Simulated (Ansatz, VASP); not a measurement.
**SbS3: VASP beside Ansatz**

```
Sb S
1.0
     5.52088    0.00000    0.00000
    -2.76044    4.78122    0.00000
     0.00000    0.00000    3.25797
Sb S
1 3
Direct
  0.00000 0.00000 0.50000
  0.50000 0.00000 0.50000
  0.00000 0.50000 0.50000
  0.50000 0.50000 0.50000
```

Alike in both runs: functional PBE; k mesh 12 × 12 × 14; occupations gaussian, width 0.1 eV; no spin polarisation.

Ansatz relaxed the structure, and its values are those at the end. VASP's run is a single point on that final structure, the one shown.

|  | VASP | Ansatz |
| --- | --- | --- |
| version | VASP 6.6.1 | Ansatz 0.2.0 |
| potentials or method | VASP PAW PBE potentials, release 64 (Sb, S), cutoff 520 eV | scalar-relativistic, plane waves, PAW |
| valence electrons in the cell | 23 | 33 |

```tsv
	VASP	Ansatz	Ansatz less VASP
gap on the k mesh at the Fermi level (eV)	none	none	-
pressure (GPa)	-0.2	0.0	+0.20
```

A gap of «none» marks a metal or a gap that the smearing closes. VASP's potentials hold 23 valence electrons a cell and Ansatz's 33, so a difference there can come from the potentials and not from the codes.

Spin-orbit coupling is off throughout.
